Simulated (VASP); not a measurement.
The system is CuO.

```
Cu O
1.0
    -2.34185    1.71130    0.00000
     0.85003    0.00000   -5.05787
    -2.34185   -5.13390    0.00000
Cu O
4 4
Direct
  0.24800 0.00060 0.24330
  0.74800 0.00060 0.74330
  0.99800 0.50060 0.49330
  0.49800 0.50060 0.99330
  0.70720 0.75060 0.28410
  0.20720 0.75060 0.78410
  0.78880 0.25060 0.20250
  0.30482 0.24579 0.75612
```

This cell differs from its parent crystal: atom 8 moved 0.30 Å.

Base run:

| Item | Value |
| --- | --- |
| Program | VASP 6.6.1 |
| Functional | PBE |
| Potentials or basis | VASP PAW PBE potentials, release 64 (Cu, O) |
| Cutoff | 600 eV |
| k mesh | 9 × 5 × 5 |
| Occupations | fermi-dirac, width 0.05 eV |
| Spin | no spin polarisation |

Its results: band gap on the k mesh zero (bands 34 and 35 overlap by 0.50 eV); pressure 9.5 GPa; largest force 2.721 eV/Å.

Question: The run is repeated on the same cell with these changes: functional from PBE to r2SCAN; cutoff from 600 eV to 520 eV; hubbard terms from none to Cu d U = 5.3 eV. What comes out?

Answer: Band gap on the k mesh zero (bands 34 and 35 overlap by 0.66 eV); pressure -1.3 GPa; largest force 2.474 eV/Å.

Several settings changed at once.

Caveats: the cell stands under pressure (at least some runs); semilocal functionals underestimate gaps, and a narrow one can read as zero (at least some runs); semilocal functionals often make such compounds metallic where correlation or magnetic order opens a gap, which also shifts bond lengths (at least some runs); forces of over 1 eV/Å act on the atoms, so gaps and moduli don't describe the material at rest (at least some runs); the PAW data sets were made with another functional, which shifts forces and pressure a little (at least some runs); U without spin polarisation on a metal has little footing (at least some runs).
